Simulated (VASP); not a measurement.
# MgO in VASP: notebook, part 2 of 2

VASP 6.6.1. The steps go on from the part before.

## 4. Single point, PBE (atoms displaced along a vibrational mode, the cell strained)

Contents of INCAR:

```
SYSTEM = MgO
PREC = Accurate
ENCUT = 840
EDIFF = 1E-6
ISMEAR = 0
SIGMA = 0.05
LREAL = .False.
LASPH = .True.
NELM = 120
ALGO = Normal
ISIF = 2
LWAVE = .False.
LCHARG = .True.
GGA = PE
LELF = .True.
LVHAR = .True.
NBANDS = 15
GGA_COMPAT = .False.
```

Contents of KPOINTS:

```
Automatic mesh
0
Gamma
  10 10 10
  0 0 0
```

Contents of POSCAR:

```
MgO
1.0
    0.0000000000      2.1448745921      2.1448745921
    2.1448745921      0.0000000000      2.1448745921
    2.1448745921      2.1448745921      0.0000000000
Mg O
1 1
Direct
    0.0066530921      0.0066530921     -0.0066530921
    0.4898929056      0.4898929056      0.5101070944
```

Potentials or basis: VASP PAW PBE potentials, release 64 (Mg_sv, O).

Started as:

```console
$ cat potpaw_PBE.64/Mg_sv/POTCAR potpaw_PBE.64/O/POTCAR > POTCAR
$ mpirun -np 1 vasp_std > vasp.out
```

OUTCAR:

```text
SYSTEM = MgO
   PREC = Accurate
   ENCUT = 840
   EDIFF = 1E-6
   ISMEAR = 0
   LREAL = .False.
   LASPH = .True.
   NELM = 120
   ISIF = 2
   GGA = PE

 ion  position               nearest neighbor table
   1  0.007  0.007  0.993-   2 2.07
   2  0.490  0.490  0.510-   1 2.07

  LATTYP: Found a face centered cubic cell.
 ALAT       =     4.2897491842

  Lattice vectors:

 A1 = (   0.0000000000,   2.1448745921,   2.1448745921)
 A2 = (   2.1448745921,   0.0000000000,   2.1448745921)
[... 618 lines left out ...]
------------------------ aborting loop because EDIFF is reached ----------------------------------------

  FORCE on cell =-STRESS in cart. coord.  units (eV):
  Direction    XX          YY          ZZ          XY          YZ          ZX
  --------------------------------------------------------------------------------------
  -------------------------------------------------------------------------------------
  Total       -0.4502116     -0.4502116     -0.2651997      0.0000000      0.0000000      0.0000000
  in kB      -36.5503489    -36.5503489    -21.5301921      0.0000000      0.0000000      0.0000000
  external PRESSURE =     -31.5436300 kB  Pullay stress =       0.0000000 kB

 VOLUME and BASIS-vectors are now :
 -----------------------------------------------------------------------------
  energy-cutoff  :      840.00
  volume of cell :       19.73
      direct lattice vectors                 reciprocal lattice vectors
     0.000000000  2.144874592  2.144874592    -0.233113862  0.233113862  0.233113862
     2.144874592  0.000000000  2.144874592     0.233113862 -0.233113862  0.233113862
     2.144874592  2.144874592  0.000000000     0.233113862  0.233113862 -0.233113862

 POSITION                                       TOTAL-FORCE (eV/Angst)
 -----------------------------------------------------------------------------------
      2.14487      2.14487      0.02854         0.000000      0.000000     -0.316856
      2.14487      2.14487      2.10152         0.000000      0.000000      0.316856
 -----------------------------------------------------------------------------------
    total drift:                               -0.000000     -0.000000      0.001558

  FREE ENERGIE OF THE ION-ELECTRON SYSTEM (eV)
  ---------------------------------------------------
  free  energy   TOTEN  =       -11.8696645421 eV

  energy  without entropy=      -11.8696645421  energy(sigma->0) =      -11.86966454
```

OSZICAR:

```text
N       E                     dE             d eps       ncg     rms          rms(c)
DAV:   1     0.159376763040E+03    0.15938E+03   -0.13153E+04  3060   0.176E+03
DAV:   2    -0.723153800843E+01   -0.16661E+03   -0.15754E+03  3543   0.439E+02
DAV:   3    -0.133600022040E+02   -0.61285E+01   -0.60901E+01  4194   0.798E+01
DAV:   4    -0.134701965351E+02   -0.11019E+00   -0.11018E+00  3418   0.103E+01
DAV:   5    -0.134723773018E+02   -0.21808E-02   -0.21807E-02  4079   0.123E+00    0.863E+00
DAV:   6    -0.118959770294E+02    0.15764E+01   -0.26827E+00  3305   0.148E+01    0.292E+00
DAV:   7    -0.118813889814E+02    0.14588E-01   -0.13840E-01  3613   0.342E+00    0.176E+00
DAV:   8    -0.118707106413E+02    0.10678E-01   -0.41349E-02  3739   0.231E+00    0.348E-01
DAV:   9    -0.118694573683E+02    0.12533E-02   -0.39138E-03  3515   0.585E-01    0.100E-01
DAV:  10    -0.118696728799E+02   -0.21551E-03   -0.32117E-04  3662   0.196E-01    0.463E-02
DAV:  11    -0.118696644425E+02    0.84375E-05   -0.30406E-05  3837   0.579E-02    0.412E-03
DAV:  12    -0.118696645421E+02   -0.99599E-07   -0.63537E-07  2846   0.109E-02
   1 F= -.11869665E+02 E0= -.11869665E+02  d E =-.419521E-41
```

stdout:

```text
POSCAR found type information on POSCAR MgO
 POSCAR found :  2 types and       2 ions
 scaLAPACK will be used
 LDA part: xc-table for (Slater+PW92), standard interpolation
 POSCAR, INCAR and KPOINTS ok, starting setup
 FFT: planning ... GRIDC
 FFT: planning ... GRID_SOFT
 FFT: planning ... GRID
 WAVECAR not read
 entering main loop
```

Wall time 48 s (1 thread of Intel Xeon Platinum 8375C at 2.90GHz (Ice Lake), shared host); peak memory 0.2 GiB.

What came out:

| Property | Result |
| --- | --- |
| Free energy | -11.8697 eV |
| Pressure | -3.2 GPa |
| Largest force | 0.317 eV/Å |
| Band gap on the k mesh | 4.23 eV |

Forces on the atoms (eV/Å):
```
Mg   0.000  0.000 -0.317
O    0.000  0.000  0.317
```

Stress tensor (GPa, compression positive):
```
-3.66  0.00  0.00
 0.00 -3.66  0.00
 0.00  0.00 -2.15
```

Caveat: the cell differs from its parent crystal (atoms displaced along a vibrational mode, the cell strained); the cell stands under tension.

## 5. Single point, PBE (atoms displaced along a vibrational mode, the cell strained)

Contents of INCAR:

```
PREC     = Accurate       # precision mode
ENCUT    = 840            # plane-wave cutoff, eV
EDIFF    = 1E-6           # SCF threshold, eV
ISMEAR   = 0              # smearing method
SIGMA    = 0.05           # smearing width, eV
LREAL    = False          # projectors in reciprocal space
LASPH    = True           # aspherical terms in the spheres
NELM     = 120            # most SCF steps
ALGO     = Normal         # electronic algorithm
ISIF     = 2              # what is computed and relaxed
LWAVE    = False          # write WAVECAR
LCHARG   = True           # write CHGCAR
GGA      = PE             # functional
LELF     = True           # ELF
LVHAR    = True         
NBANDS   = 15             # bands
GGA_COMPAT= False
```

Contents of KPOINTS:

```
regular mesh
0
Gamma
  10 10 10
```

Contents of POSCAR:

```
MgO
1.0
    0.0000000000      2.0916941252      2.0916941252
    2.0916941252      0.0000000000      2.0916941252
    2.0916941252      2.0916941252      0.0000000000
Mg O
1 1
Direct
    0.0066530921      0.0066530921     -0.0066530921
    0.4898929056      0.4898929056      0.5101070944
```

Started as:

```console
$ cat potpaw_PBE.64/Mg_sv/POTCAR potpaw_PBE.64/O/POTCAR > POTCAR
$ mpirun -np 1 vasp_std > vasp.out
```

Wall time 37 s (1 thread of Intel Xeon Platinum 8259CL at 2.50GHz (Skylake/Cascade Lake), shared host); peak memory 0.19 GiB.

Results (log left out):

| Property | Result |
| --- | --- |
| Free energy | -11.8427 eV |
| Pressure | 8.9 GPa |
| Largest force | 0.444 eV/Å |
| Band gap on the k mesh | 4.94 eV |

Forces in eV/Å, atoms in the order of the input:
```
Mg   0.000  0.000 -0.444
O    0.000  0.000  0.444
```

Stress tensor (GPa, compression positive):
```
 8.26  0.00  0.00
 0.00  8.26  0.00
 0.00  0.00 10.23
```

Levels at points of the mesh, in eV from the valence-band top:
```
           k point  band 6  band 7  band 8  band 9  band 10  band 11
(0.00, 0.00, 0.00)   -0.01    0.00    0.00    4.94    15.94    15.95
(0.50, 0.00, 0.00)   -4.69   -0.68   -0.67    8.04    12.83    16.54
(0.50, 0.50, 0.00)   -4.13   -1.36   -1.36    9.15    10.19    13.33
(0.00, 0.50, 0.50)   -4.13   -1.37   -1.37    9.17    10.20    13.33
```

Caveat: the cell differs from its parent crystal (atoms displaced along a vibrational mode, the cell strained); the cell stands under pressure.

## 6. Summary

```csv
cell,gap on the mesh (eV),pressure (GPa),largest force (eV/Å)
"a = 3.033 Å, angles 60.0°, 2 atoms, atomic positions A",4.23,-3.6,-
"a = 2.983 Å, angles 60.0°, 2 atoms, atomic positions A",4.69,3.9,-
"a = 3.033 Å, angles 60.0°, 2 atoms, atomic positions B",4.23,-3.2,0.32
"a = 2.958 Å, angles 60.0°, 2 atoms, atomic positions B",4.94,8.9,0.44
```

Alike in all rows: task single point; level PBE; potentials or basis VASP PAW PBE potentials, release 64 (Mg_sv, O); no spin polarisation; k mesh 10 × 10 × 10; cutoff (eV) 840; smearing gaussian 0.05 eV.

Caveats: the cell stands under tension (at least some runs); the cell stands under pressure (at least some runs).

Total energies depend on the potentials used, so only differences within one code and one set of settings carry meaning.
